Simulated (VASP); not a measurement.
Write the native input for VASP 6.6.1 that does the following.

- Task: single point
- Functional: PBE
- Potentials or basis: VASP PAW PBE potentials, release 64 (Ba_sv)
- Cutoff: 520 eV
- k mesh: 10 × 10 × 6
- Occupations: gaussian, width 0.1 eV
- Spin: no spin polarisation
- Dipole correction: no
- Further INCAR settings: ALGO = Fast; EDIFF = 1e-06; NBANDS = 17

The structure of Ba lies in POSCAR:

```
Ba
1.0
    3.6198973183     -2.5665879195     -0.0352353003
    3.6198973183      2.5665879195     -0.0352353003
   -0.0705343432      0.0000000000      6.8577212918
Ba
2
Direct
    0.7169754584      0.2830245416      0.2500000000
    0.2830245416      0.7169754584      0.7500000000
```

This cell differs from its parent crystal: strained and its atoms moved.

The input as run:

INCAR

```
SYSTEM = Ba
PREC = Accurate ; ENCUT = 520
EDIFF = 1E-6 ; ISMEAR = 0
SIGMA = 0.1 ; LREAL = .FALSE.
LASPH = .TRUE. ; NELM = 60
ALGO = Fast ; ISIF = 2
LWAVE = .FALSE. ; LCHARG = .FALSE.
GGA = PE ; NBANDS = 17
```

KPOINTS

```
Automatic mesh
0
G
  10 10 6
  0 0 0
```

Potentials or basis: VASP PAW PBE potentials, release 64 (Ba_sv).

Command:

```bash
$ cat potpaw_PBE.64/Ba_sv/POTCAR > POTCAR
$ mpirun -np 1 vasp_std > vasp.out
```

Results of the run:

```json
{
 "Pressure": "0.0 GPa",
 "Largest force": "0.268 eV/Å",
 "Band gap on the k mesh": "zero (bands 10 and 11 overlap by 0.87 eV)"
}
```

Caveat: the cell differs from its parent crystal (strained and its atoms moved); spin-orbit coupling is left out, which moves the levels of the heavy elements.

Wall time 2.4 min on 1 thread of Intel(R) Xeon(R) 6975P-C (Granite Rapids), with other jobs on the host, peak memory 0.47 GiB.
